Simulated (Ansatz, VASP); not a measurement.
Zn8O7: VASP beside Ansatz

```
CELL_PARAMETERS angstrom
0.00000 0.00000 5.29323
6.55878 0.00000 0.00000
-3.27939 5.68007 0.00000
ATOMIC_POSITIONS crystal
Zn 0.50060 0.33333 0.16667
Zn 0.50060 0.33333 0.66667
Zn 0.50060 0.83333 0.16667
Zn 0.50060 0.83333 0.66667
Zn 0.00060 0.16667 0.33333
Zn 0.00060 0.16667 0.83333
Zn 0.00060 0.66667 0.33333
Zn 0.00060 0.66667 0.83333
O 0.87971 0.33333 0.66667
O 0.87971 0.83333 0.16667
O 0.87971 0.83333 0.66667
O 0.37971 0.16667 0.33333
O 0.37971 0.16667 0.83333
O 0.37971 0.66667 0.33333
O 0.37971 0.66667 0.83333
```

Change from the starting cell: O vacancy (site b), charge +0, atoms relaxed at the host's cell.

Alike in both runs: task relaxation of the atoms; functional PBE; k mesh 1 × 1 × 1; occupations gaussian, width 0.01 eV; no spin polarisation.

|  | VASP | Ansatz |
| --- | --- | --- |
| version | VASP 6.6.1 | Ansatz 0.2.0 |
| potentials or method | VASP PAW PBE potentials, release 64 (Zn, O), cutoff 520 eV | scalar-relativistic, plane waves, PAW |
| valence electrons in the cell | 138 | 138 |

```tsv
	VASP	Ansatz	Ansatz less VASP
gap on the k mesh at the Fermi level, each at its own relaxed structure (eV)	2.76	2.80	+0.034
```
